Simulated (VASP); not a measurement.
A run of VASP 6.6.1:

POSCAR

```
SiC
1.0
    3.0751950076      0.0000000000      0.0000000000
   -1.5375975038      2.6631969982      0.0000000000
    0.0000000000      0.0000000000      5.0481668526
Si C
2 2
Direct
    0.3333333333      0.6666666667      0.0046028828
    0.6666666667      0.3333333333      0.5046028828
    0.3696027429      0.6932177172      0.4002062881
    0.6666666667      0.3333333333      0.8803971172
```

Contents of INCAR.step1:

```
PREC = Accurate
ENCUT = 520
ISMEAR = 0
SIGMA = 0.05
LREAL = False
LASPH = True
NELM = 80
NBANDS = 16
GGA = PE
ALGO = Normal
EDIFF = 1E-4
LWAVE = True
LCHARG = False
```

Contents of INCAR.step2:

```
PREC = Accurate
ENCUT = 520
EDIFF = 1E-7
ISMEAR = 0
SIGMA = 0.05
LREAL = False
LASPH = True
NELM = 80
ALGO = Normal
ISIF = 2
LWAVE = False
LCHARG = True
METAGGA = R2SCAN
LMIXTAU = True
LELF = True
LVHAR = True
NBANDS = 16
ISTART = 1
```

The input KPOINTS:

```
Automatic mesh
0
Gamma
  12 12 6
```

Potentials or basis: VASP PAW PBE potentials, release 64 (Si, C).

Command:

```sh
$ cat potpaw_PBE.64/Si/POTCAR potpaw_PBE.64/C/POTCAR > POTCAR
$ cp INCAR.step1 INCAR
$ mpirun -np 1 vasp_std > vasp.out
$ cp INCAR.step2 INCAR
$ mpirun -np 1 vasp_std > vasp.out
```

Hardware: 1 thread of Intel(R) Xeon(R) Platinum 8488C (Sapphire Rapids), with other jobs on the host.

Estimate the wall time of this run.

Run time: 12 min on 1 thread of Intel(R) Xeon(R) Platinum 8488C (Sapphire Rapids), on a shared host, peak memory 0.35 GiB. Counts: k points 436.
